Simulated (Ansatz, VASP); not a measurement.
## Bi in VASP and in Ansatz

```
Bi
1.0
     2.24515    1.29624    3.83884
    -2.24515    1.29624    3.83884
     0.00000   -2.59248    3.83884
Bi
2
Cartesian
  0.0000 0.0000 2.7307
  0.0000 0.0000 8.7858
```

Alike in both runs: task single point; functional LDA; k mesh 9 × 9 × 9; occupations gaussian, width 0.3 eV; no spin polarisation.

```csv
,VASP,Ansatz
version,VASP 6.6.1,Ansatz 0.2.0
potentials or method,"VASP PAW LDA potentials, release 64 (Bi_d), cutoff 520 eV","plane waves (420 eV) with PAW, scalar-relativistic"
valence electrons in the cell,30,30
```

Ansatz gave:

```
pressure (GPa)                                                : 0.0
traceless stress, the component that is largest in VASP (GPa) : -0.05
```

**Question.** What did VASP give for the same quantities?

**Answer.** Pressure (GPa): 0.1; traceless stress, the component that is largest in VASP (GPa): -0.06.

Ansatz warns that its potentials were made for another functional, while VASP's fit it. LDA's correlation is that of Perdew and Zunger in VASP and of Perdew and Wang (1992) in Ansatz.

Spin-orbit coupling is off throughout.
